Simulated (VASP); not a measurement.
# Pd: single point with PBEsol

The system is Pd.

```
CELL_PARAMETERS angstrom
0.00000 1.94490 2.10049
1.94490 0.00000 2.10049
1.94490 1.94490 0.00000
ATOMIC_POSITIONS crystal
Pd 0.00000 0.00000 0.00000
```

This cell differs from its parent crystal: strain +0.000 along x and y, +0.080 along z.

```
Program                : VASP 6.6.1
Task                   : single point
Functional             : PBEsol
Potentials or basis    : VASP PAW PBE potentials, release 64 (Pd)
Cutoff                 : 520 eV
k mesh                 : 20 × 20 × 20
Occupations            : gaussian, width 0.15 eV
Spin                   : no spin polarisation
Dipole correction      : no
Further INCAR settings : ALGO = Normal; EDIFF = 1e-06; NBANDS = 11
```

```json
{"Pressure": "-13.9 GPa", "Band gap on the k mesh": "zero (bands 5 and 6 overlap by 1.60 eV)"}
```

Stress tensor (GPa, compression positive):
```
-12.57   0.00   0.00
  0.00 -12.57   0.00
  0.00   0.00 -16.59
```

Levels at points of the mesh, in eV from the Fermi level:
| k point | band 3 | band 4 | band 5 | band 6 | band 7 | band 8 |
| --- | --- | --- | --- | --- | --- | --- |
| (0.00, 0.00, 0.00) | -2.27 | -2.27 | -1.46 | -0.75 | 17.17 | 20.42 |
| (0.50, 0.00, 0.00) | -2.25 | -0.14 | 0.11 | 1.11 | 6.74 | 16.14 |
| (0.50, 0.50, 0.00) | 0.00 | 0.23 | 0.23 | 2.39 | 8.70 | 13.67 |
| (0.50, 0.00, 0.50) | -0.08 | 0.01 | 0.50 | 3.77 | 10.64 | 12.16 |

It took 3 min on 1 thread of AMD EPYC 7R13 (shared host), peak memory 0.2 GiB.

Caveat: the cell differs from its parent crystal (strain +0.000 along x and y, +0.080 along z); the cell stands under tension; the PAW data sets were made with another functional, which shifts forces and pressure a little.
